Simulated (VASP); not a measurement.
The system is W.

```
W
1.0
     2.75231    0.00000    0.00000
     0.00000    4.76458    0.00000
     0.00000    0.00000    4.82318
W
4
Direct
  0.79317 0.93684 0.75000
  0.20683 0.43684 0.75000
  0.20683 0.06316 0.25000
  0.79317 0.56316 0.25000
```

Base run:

- Program: VASP 6.6.1
- Functional: PBE
- Potentials or basis: VASP PAW PBE potentials, release 64 (W_sv)
- Cutoff: 520 eV
- k mesh: 9 × 6 × 6
- Occupations: fermi-dirac, width 0.05 eV
- Spin: no spin polarisation

Its results: band gap on the k mesh zero (bands 28 and 29 overlap by 1.36 eV); pressure 16.8 GPa; largest force 0.339 eV/Å.

Question: The run is repeated on the same cell with these changes: functional from PBE to r2SCAN; further incar settings from ALGO = Fast; EDIFF = 1e-06; NBANDS = 36 to ALGO = Normal; EDIFF = 1e-06; NBANDS = 36. What comes out?

Answer: Band gap on the k mesh zero (bands 28 and 29 overlap by 1.42 eV); pressure 13.0 GPa; largest force 0.257 eV/Å.

Caveats: the cell stands under pressure; spin-orbit coupling is left out, which moves the levels of the heavy elements; the PAW data sets were made with another functional, which shifts forces and pressure a little (at least some runs).
